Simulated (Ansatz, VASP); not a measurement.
**Two plane-wave programs on Ba2HfC3**

```
Ba Hf C
1.0
     0.00000    3.90886   10.25673
     1.94041    0.00000   10.25673
     1.94041    3.90886    0.00000
Ba Hf C
2 1 3
Cartesian
  1.9404 3.9089 3.2451
  1.9404 3.9089 17.2684
  1.9404 3.9089 10.2567
  0.0000 1.9544 5.1284
  1.9404 1.9544 5.1284
  0.0000 0.0000 0.0000
```

Alike in both runs: functional PBE; k mesh 12 × 12 × 12; occupations gaussian, width 0.1 eV; no spin polarisation.

Ansatz relaxed the structure, and its values are those at the end. VASP's run is a single point on that final structure, the one shown.

```csv
,VASP,Ansatz
version,VASP 6.6.1,Ansatz 0.2.0
potentials or method,"VASP PAW PBE potentials, release 64 (Ba_sv, Hf_pv, C), cutoff 520 eV","scalar-relativistic, plane waves, PAW"
valence electrons in the cell,42,58
```

Ansatz gave:

| Quantity | Value |
| --- | --- |
| gap on the k mesh at the Fermi level (eV) | none |
| pressure (GPa) | 0.0 |
| rms of the force components (eV/Å) | 0.001 |

Q: Estimate VASP's values.

A: gap on the k mesh at the Fermi level (eV): none; pressure (GPa): 0.7; rms of the force components (eV/Å): 0.044.

A gap of «none» marks a metal or a gap that the smearing closes. With one functional, cell and mesh, what is left measures potentials, basis and numerics. VASP's potentials hold 42 valence electrons a cell and Ansatz's 58, so a difference there can come from the potentials and not from the codes.

Neither program's run includes spin-orbit coupling.
